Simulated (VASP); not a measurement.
# CoO (zincblende type) (F-43m) in VASP: a series of runs, part 2 of 2

VASP 6.6.1. Earlier steps stand in the parts before.

## (5) Electric field gradients, PBE, collinear spin, ferromagnetic start (11.67 Å³/atom)

This run uses another cell than the first one, of 11.67 Å³/atom.

The input, INCAR:

```
PREC     = Accurate       # precision mode
ENCUT    = 520            # plane-wave cutoff, eV
EDIFF    = 1E-8           # SCF threshold, eV
ISMEAR   = -1             # smearing method
SIGMA    = 0.05           # smearing width, eV
LREAL    = F              # projectors in reciprocal space
LASPH    = T              # aspherical terms in the spheres
NELM     = 150            # most SCF steps
ALGO     = Normal         # electronic algorithm
ISIF     = 2              # what is computed and relaxed
LWAVE    = F              # write WAVECAR
LCHARG   = F              # write CHGCAR
ISPIN    = 2              # spin polarisation
MAGMOM   = 2 0            # initial moments
LORBIT   = 11             # projections on sites
LMAXMIX  = 4              # l up to which the mixer works
GGA      = PE             # functional
LEFG     = T            
NBANDS   = 18             # bands
```

The input, KPOINTS:

```
regular mesh
0
Gamma
  13 13 13
```

The input, POSCAR:

```
CoO
1.0
    0.0000000000      2.2681495258      2.2681495258
    2.2681495258      0.0000000000      2.2681495258
    2.2681495258      2.2681495258      0.0000000000
Co O
1 1
Direct
    0.0000000000      0.0000000000      0.0000000000
    0.2500000000      0.2500000000      0.2500000000
```

Potentials or basis: VASP PAW PBE potentials, release 64 (Co, O).

Launch:

```bash
$ cat potpaw_PBE.64/Co/POTCAR potpaw_PBE.64/O/POTCAR > POTCAR
$ mpirun -np 1 vasp_std > vasp.out
```

OUTCAR:

```text
PREC = Accurate
   ENCUT = 520
   EDIFF = 1E-8
   ISMEAR = -1
   LREAL = F
   LASPH = T
   NELM = 150
   ISIF = 2
   ISPIN = 2
   LORBIT = 11
   GGA = PE

 ion  position               nearest neighbor table
   1  0.000  0.000  0.000-   2 1.96   2 1.96   2 1.96   2 1.96
   2  0.250  0.250  0.250-   1 1.96   1 1.96   1 1.96   1 1.96

  LATTYP: Found a face centered cubic cell.
 ALAT       =     4.5362990516

  Lattice vectors:

 A1 = (   0.0000000000,   2.2681495258,   2.2681495258)
 A2 = (   2.2681495258,   0.0000000000,   2.2681495258)
 A3 = (   2.2681495258,   2.2681495258,   0.0000000000)

Analysis of symmetry for initial positions (statically):
=====================================================================
 Subroutine PRICEL returns:
 Original cell was already a primitive cell.

 Routine SETGRP: Setting up the symmetry group for a
 face centered cubic supercell.

 Subroutine GETGRP returns: Found 24 space group operations
 (whereof 24 operations were pure point group operations)
 out of a pool of 48 trial point group operations.

The static configuration has the point symmetry T_d .

Analysis of symmetry for dynamics (positions and initial velocities):
=====================================================================
 Subroutine PRICEL returns:
 Original cell was already a primitive cell.

 Routine SETGRP: Setting up the symmetry group for a
 face centered cubic supercell.

 Subroutine GETGRP returns: Found 24 space group operations
[... 1191 lines left out ...]
  --------------------------------------------------------------------------------------
  -------------------------------------------------------------------------------------
  Total       -0.4349070     -0.4349070     -0.4349070     -0.0000000      0.0000000     -0.0000000
  in kB      -29.8580854    -29.8580854    -29.8580854     -0.0000000      0.0000000     -0.0000000
  external PRESSURE =     -29.8580854 kB  Pullay stress =       0.0000000 kB

 VOLUME and BASIS-vectors are now :
 -----------------------------------------------------------------------------
  energy-cutoff  :      520.00
  volume of cell :       23.34
      direct lattice vectors                 reciprocal lattice vectors
     0.000000000  2.268149526  2.268149526    -0.220444020  0.220444020  0.220444020
     2.268149526  0.000000000  2.268149526     0.220444020 -0.220444020  0.220444020
     2.268149526  2.268149526  0.000000000     0.220444020  0.220444020 -0.220444020

 POSITION                                       TOTAL-FORCE (eV/Angst)
 -----------------------------------------------------------------------------------
      0.00000      0.00000      0.00000         0.000000      0.000000      0.000000
      1.13407      1.13407      1.13407        -0.000000     -0.000000     -0.000000
 -----------------------------------------------------------------------------------
    total drift:                                0.000000      0.000000      0.000000

  FREE ENERGIE OF THE ION-ELECTRON SYSTEM (eV)
  ---------------------------------------------------
  free  energy   TOTEN  =       -13.3712059041 eV

  energy  without entropy=      -13.3568210107  energy(sigma->0) =      -13.36401346

 Electric field gradients (V/A^2)
---------------------------------------------------------------------
 ion       V_xx      V_yy      V_zz      V_xy      V_xz      V_yz
---------------------------------------------------------------------
   1      -0.000     0.000     0.000    -0.002    -0.002    -0.002
   2       0.000     0.000    -0.000     0.002     0.002     0.002
---------------------------------------------------------------------

 Electric field gradients after diagonalization (V/A^2)
 (convention: |V_zz| > |V_xx| > |V_yy|)
----------------------------------------------------------------------
 ion       V_xx      V_yy      V_zz     asymmetry (V_yy - V_xx)/ V_zz
----------------------------------------------------------------------
   1       0.002     0.002    -0.003       0.000
   2      -0.002    -0.002     0.004       0.000
----------------------------------------------------------------------

           NMR quadrupolar parameters

 Cq : quadrupolar parameter    Cq=e*Q*V_zz/h
 eta: asymmetry parameters     (V_yy - V_xx)/ V_zz
 Q  : nuclear electric quadrupole moment in mb (millibarn)
----------------------------------------------------------------------
 ion       Cq(MHz)       eta       Q (mb)
----------------------------------------------------------------------
   1      -0.000       0.000       1.000
   2       0.000       0.000       1.000
----------------------------------------------------------------------

 total charge

# of ion       s       p       d       tot
------------------------------------------
    1        0.338   0.431   7.189   7.958
    2        1.552   3.430   0.000   4.982
--------------------------------------------------
tot          1.890   3.862   7.189  12.940

 magnetization (x)

# of ion       s       p       d       tot
------------------------------------------
    1        0.018   0.049   2.352   2.420
    2        0.021   0.281   0.000   0.302
--------------------------------------------------
tot          0.039   0.330   2.352   2.722
```

OSZICAR:

```text
N       E                     dE             d eps       ncg     rms          rms(c)
DAV:   1     0.827890077881E+02    0.82789E+02   -0.65594E+03  6144   0.908E+02
DAV:   2    -0.105293932187E+02   -0.93318E+02   -0.80435E+02  6356   0.220E+02
[... 12 lines left out ...]
DAV:  15    -0.133712059269E+02    0.27578E-05   -0.95189E-06  8044   0.332E-02    0.124E-02
DAV:  16    -0.133712057922E+02    0.13473E-06   -0.19470E-06  7918   0.205E-02    0.479E-03
DAV:  17    -0.133712058864E+02   -0.94187E-07   -0.18690E-06  6786   0.177E-02    0.313E-03
DAV:  18    -0.133712058874E+02   -0.10284E-08   -0.27680E-07  8426   0.733E-03    0.121E-03
DAV:  19    -0.133712059001E+02   -0.12741E-07   -0.27142E-08  5564   0.231E-03    0.298E-04
DAV:  20    -0.133712059041E+02   -0.39927E-08   -0.67763E-09  3966   0.634E-04
   1 F= -.13371206E+02 E0= -.13364013E+02  d E =-.143849E-01  mag=     2.8128
```

stdout:

```text
POSCAR found type information on POSCAR CoO
 POSCAR found :  2 types and       2 ions
 scaLAPACK will be used
 LDA part: xc-table for (Slater+PW92), standard interpolation
 POSCAR, INCAR and KPOINTS ok, starting setup
 FFT: planning ... GRIDC
 FFT: planning ... GRID_SOFT
 FFT: planning ... GRID
 WAVECAR not read
 entering main loop
ion   1

ion   2
```

It took 59 s on 1 thread of AMD EPYC 9R45 (Zen 5), shared host; peak memory 0.16 GiB.

Results:

- Free energy: -13.3712 eV
- Pressure: -3.0 GPa
- Net moment: 2.81 μB per cell
- Site moments: Co +2.42; O +0.30 μB
- Largest electric field gradient by atom: zero within the noise of the run
- Valence electrons inside the program's atomic spheres: Co 7.96; O 4.98

Levels at points of the mesh, in eV from the Fermi level:
Spin up:
| k point | band 7 | band 8 | band 9 | band 10 | band 11 | band 12 |
| --- | --- | --- | --- | --- | --- | --- |
| (0.00, 0.00, 0.00) | 0.16 | 0.25 | 0.25 | 0.25 | 14.07 | 14.07 |
Spin down:
| k point | band 3 | band 4 | band 5 | band 6 | band 7 | band 8 | band 9 | band 10 |
| --- | --- | --- | --- | --- | --- | --- | --- | --- |
| (0.00, 0.00, 0.00) | -4.77 | -4.77 | -0.49 | -0.49 | 0.68 | 2.62 | 2.62 | 2.62 |

Caveat: a cell with one magnetic atom can't hold antiferromagnetic order, which such compounds often take; semilocal functionals often make such compounds metallic where correlation or magnetic order opens a gap, which also shifts bond lengths. With open d or f shells a metallic result of PBE can be an artefact of self-interaction; +U or a hybrid may open a gap.

## (6) Electric field gradients, PBE, collinear spin, ferromagnetic start (11.95 Å³/atom)

This run uses another cell than the first one, of 11.95 Å³/atom.

INCAR is that of step 5.

KPOINTS is that of step 5.

The input, POSCAR:

```
CoO
1.0
    0.0000000000      2.2864418442      2.2864418442
    2.2864418442      0.0000000000      2.2864418442
    2.2864418442      2.2864418442      0.0000000000
Co O
1 1
Direct
    0.0000000000      0.0000000000      0.0000000000
    0.2500000000      0.2500000000      0.2500000000
```

Potentials or basis: VASP PAW PBE potentials, release 64 (Co, O).

Launch:

```bash
$ cat potpaw_PBE.64/Co/POTCAR potpaw_PBE.64/O/POTCAR > POTCAR
$ mpirun -np 1 vasp_std > vasp.out
```

OUTCAR:

```text
PREC = Accurate
   ENCUT = 520
   EDIFF = 1E-8
   ISMEAR = -1
   LREAL = F
   LASPH = T
   NELM = 150
   ISIF = 2
   ISPIN = 2
   LORBIT = 11
   GGA = PE

 ion  position               nearest neighbor table
   1  0.000  0.000  0.000-   2 1.98   2 1.98   2 1.98   2 1.98
   2  0.250  0.250  0.250-   1 1.98   1 1.98   1 1.98   1 1.98

  LATTYP: Found a face centered cubic cell.
 ALAT       =     4.5728836884

  Lattice vectors:

 A1 = (   0.0000000000,   2.2864418442,   2.2864418442)
 A2 = (   2.2864418442,   0.0000000000,   2.2864418442)
 A3 = (   2.2864418442,   2.2864418442,   0.0000000000)

Analysis of symmetry for initial positions (statically):
=====================================================================
 Subroutine PRICEL returns:
 Original cell was already a primitive cell.

 Routine SETGRP: Setting up the symmetry group for a
 face centered cubic supercell.

 Subroutine GETGRP returns: Found 24 space group operations
 (whereof 24 operations were pure point group operations)
 out of a pool of 48 trial point group operations.

The static configuration has the point symmetry T_d .

Analysis of symmetry for dynamics (positions and initial velocities):
=====================================================================
 Subroutine PRICEL returns:
 Original cell was already a primitive cell.

 Routine SETGRP: Setting up the symmetry group for a
 face centered cubic supercell.

 Subroutine GETGRP returns: Found 24 space group operations
 (whereof 24 operations were pure point group operations)
 out of a pool of 48 trial point group operations.

The dynamic configuration has the point symmetry T_d .

Analysis of structural, dynamic, and magnetic symmetry:
=====================================================================
 Subroutine PRICEL returns:
 Original cell was already a primitive cell.

 Routine SETGRP: Setting up the symmetry group for a
 face centered cubic supercell.

 Subroutine GETGRP returns: Found 24 space group operations
 (whereof 24 operations were pure point group operations)
 out of a pool of 48 trial point group operations.

The overall configuration has the point symmetry T_d .

 Subroutine INISYM returns: Found 24 space group operations
 (whereof 24 operations are pure point group operations),
 and found     1 'primitive' translations

----------------------------------------------------------------------------------------

                                     Primitive cell

  volume of cell :      23.9062

  direct lattice vectors                    reciprocal lattice vectors
     0.000000000  2.286441844  2.286441844    -0.218680393  0.218680393  0.218680393
     2.286441844  0.000000000  2.286441844     0.218680393 -0.218680393  0.218680393
     2.286441844  2.286441844  0.000000000     0.218680393  0.218680393 -0.218680393

  length of vectors
     3.233517066  3.233517066  3.233517066     0.378765550  0.378765550  0.378765550

  position of ions in fractional coordinates (direct lattice)
[... 106 lines left out ...]
   AEXX    =    0.0000 exact exchange contribution
   IVDW    =     0    specifies the selected vdW correction
   LEPSILON=     F    determine dielectric tensor
   LRPA    =     F    only Hartree local field effects (RPA)
 spin polarized calculation
  energy-cutoff  :      520.00
  volume of cell :       23.91
 maximum number of plane-waves:       654
   NGX = 13   NGY = 13   NGZ = 13

 number of electron      15.0000006 magnetization       2.8726719

 Free energy of the ion-electron system (eV)
  ---------------------------------------------------
  ext. energy  EPLUGINS =         0.00000000
  ---------------------------------------------------
  free energy    TOTEN  =       -13.35645481 eV

  energy without entropy =      -13.34288429  energy(sigma->0) =      -13.34966955

 E-fermi :   5.4687     XC(G=0): -10.9656

 val. band max:        5.4593766662   @ k =   0.2308   0.1538   0.0769
 cond. band min:       5.4698593263   @ k =  -0.1538   0.1538   0.0000
 fundamental gap:      0.0104826601
 Fermi energy:         5.4686897259

 spin component 1

 k-point     1 :       0.0000    0.0000    0.0000
  band No.  band energies     occupation
      1     -14.1683      1.00000
      2      -0.3911      1.00000
      3      -0.3911      1.00000
      4      -0.3911      1.00000
      5       3.2785      1.00000
      6       3.2785      1.00000
[... 493 lines left out ...]
     17      30.3231      0.00000
     18      31.7264      0.00000

 [... further k-points ...]

 spin component 2

 k-point     1 :       0.0000    0.0000    0.0000
  band No.  band energies     occupation
      1     -13.6201      1.00000
      2       0.8784      1.00000
      3       0.8784      1.00000
      4       0.8785      1.00000
      5       5.0094      0.99990
      6       5.0096      0.99990
[... 493 lines left out ...]
     17      30.8430      0.00000
     18      32.1059      0.00000

 [... further k-points ...]

------------------------ aborting loop because EDIFF is reached ----------------------------------------

  FORCE on cell =-STRESS in cart. coord.  units (eV):
  Direction    XX          YY          ZZ          XY          YZ          ZX
  --------------------------------------------------------------------------------------
  -------------------------------------------------------------------------------------
  Total       -0.8327745     -0.8327745     -0.8327745      0.0000000      0.0000000     -0.0000000
  in kB      -55.8119956    -55.8119956    -55.8119956      0.0000000      0.0000000     -0.0000000
  external PRESSURE =     -55.8119956 kB  Pullay stress =       0.0000000 kB

 VOLUME and BASIS-vectors are now :
 -----------------------------------------------------------------------------
  energy-cutoff  :      520.00
  volume of cell :       23.91
      direct lattice vectors                 reciprocal lattice vectors
     0.000000000  2.286441844  2.286441844    -0.218680393  0.218680393  0.218680393
     2.286441844  0.000000000  2.286441844     0.218680393 -0.218680393  0.218680393
     2.286441844  2.286441844  0.000000000     0.218680393  0.218680393 -0.218680393

 POSITION                                       TOTAL-FORCE (eV/Angst)
 -----------------------------------------------------------------------------------
      0.00000      0.00000      0.00000         0.000000     -0.000000      0.000000
      1.14322      1.14322      1.14322        -0.000000      0.000000     -0.000000
 -----------------------------------------------------------------------------------
    total drift:                                0.000001      0.000001      0.000000

  FREE ENERGIE OF THE ION-ELECTRON SYSTEM (eV)
  ---------------------------------------------------
  free  energy   TOTEN  =       -13.3564548092 eV

  energy  without entropy=      -13.3428842857  energy(sigma->0) =      -13.34966955

 Electric field gradients (V/A^2)
---------------------------------------------------------------------
 ion       V_xx      V_yy      V_zz      V_xy      V_xz      V_yz
---------------------------------------------------------------------
   1       0.000    -0.000    -0.000    -0.001    -0.001    -0.001
   2       0.000    -0.000    -0.000     0.003     0.003     0.003
---------------------------------------------------------------------

 Electric field gradients after diagonalization (V/A^2)
 (convention: |V_zz| > |V_xx| > |V_yy|)
----------------------------------------------------------------------
 ion       V_xx      V_yy      V_zz     asymmetry (V_yy - V_xx)/ V_zz
----------------------------------------------------------------------
   1       0.001     0.001    -0.003       0.000
   2      -0.003    -0.003     0.006       0.000
----------------------------------------------------------------------

           NMR quadrupolar parameters

 Cq : quadrupolar parameter    Cq=e*Q*V_zz/h
 eta: asymmetry parameters     (V_yy - V_xx)/ V_zz
 Q  : nuclear electric quadrupole moment in mb (millibarn)
----------------------------------------------------------------------
 ion       Cq(MHz)       eta       Q (mb)
----------------------------------------------------------------------
   1      -0.000       0.000       1.000
   2       0.000       0.000       1.000
----------------------------------------------------------------------

 total charge

# of ion       s       p       d       tot
------------------------------------------
    1        0.331   0.413   7.170   7.914
    2        1.551   3.421   0.000   4.973
--------------------------------------------------
tot          1.882   3.834   7.170  12.887

 magnetization (x)

# of ion       s       p       d       tot
------------------------------------------
    1        0.019   0.048   2.399   2.466
    2        0.021   0.291   0.000   0.312
--------------------------------------------------
tot          0.040   0.338   2.399   2.777
```

It took 39 s on 1 thread of Intel Xeon Platinum 8488C (Sapphire Rapids), shared host; peak memory 0.18 GiB.

What came out:

```
Free energy                                           : -13.3565 eV
Pressure                                              : -5.6 GPa
Net moment                                            : 2.87 μB per cell
Site moments                                          : Co +2.47; O +0.31 μB
Largest electric field gradient by atom               : zero within the noise of the run
Valence electrons inside the program's atomic spheres : Co 7.91; O 4.97
```

Caveat: the cell stands under tension; a cell with one magnetic atom can't hold antiferromagnetic order, which such compounds often take; semilocal functionals often make such compounds metallic where correlation or magnetic order opens a gap, which also shifts bond lengths. With open d or f shells a metallic result of PBE can be an artefact of self-interaction; +U or a hybrid may open a gap.

## (7) Overview

| cell | gap on the mesh (eV) | pressure (GPa) | moment (μB) |
| --- | --- | --- | --- |
| a = 3.127 Å, angles 60.0°, 2 atoms | none | 5.8 | 2.46 |
| a = 3.155 Å, angles 60.0°, 2 atoms | none | 2.9 | 2.63 |
| a = 3.181 Å, angles 60.0°, 2 atoms | none | -0.1 | 2.74 |
| a = 3.208 Å, angles 60.0°, 2 atoms | none | -3.0 | 2.81 |
| a = 3.234 Å, angles 60.0°, 2 atoms | none | -5.6 | 2.87 |

Alike in all rows: task electric field gradients; level PBE; potentials or basis VASP PAW PBE potentials, release 64 (Co, O); spin collinear, ferromagnetic start; k mesh 13 × 13 × 13; cutoff (eV) 520; smearing fermi-dirac 0.05 eV.

Caveats: a cell with one magnetic atom can't hold antiferromagnetic order, which such compounds often take; semilocal functionals often make such compounds metallic where correlation or magnetic order opens a gap, which also shifts bond lengths; the cell stands under pressure (at least some runs); the cell stands under tension (at least some runs).

Total energies depend on the potentials used, so only differences within one code and one set of settings carry meaning.
